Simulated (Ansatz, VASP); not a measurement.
# Ta2Ga: VASP beside Ansatz

```
Ta Ga
1.0
     0.00000    3.87853    3.87853
     3.87853    0.00000    3.87853
     3.87853    3.87853    0.00000
Ta Ga
4 2
Direct
  0.62500 0.62500 0.62500
  0.12500 0.62500 0.62500
  0.62500 0.62500 0.12500
  0.62500 0.12500 0.62500
  0.00000 0.00000 0.00000
  0.25000 0.25000 0.25000
```

Alike in both runs: functional PBE; k mesh 4 × 4 × 4; occupations gaussian, width 0.1 eV; no spin polarisation.

Ansatz relaxed the structure, and its values are those at the end. VASP's run is a single point on that final structure, the one shown.

|  | VASP | Ansatz |
| --- | --- | --- |
| version | VASP 6.6.1 | Ansatz 0.2.0 |
| potentials or method | VASP PAW PBE potentials, release 64 (Ta_pv, Ga_d), cutoff 520 eV | scalar-relativistic, plane waves, PAW |
| valence electrons in the cell | 70 | 78 |

Ansatz gave:

| Property | Result |
| --- | --- |
| gap on the k mesh at the Fermi level (eV) | none |
| pressure (GPa) | -0.3 |

**Question.** What did VASP give for the same quantities?

**Answer.** gap on the k mesh at the Fermi level (eV): none; pressure (GPa): -0.2.

A gap of «none» marks a metal or a gap that the smearing closes. The functional is the same, so the differences come from potentials, cutoffs and numerics. VASP's potentials hold 70 valence electrons a cell and Ansatz's 78, so a difference there can come from the potentials and not from the codes.

Neither program's run includes spin-orbit coupling.
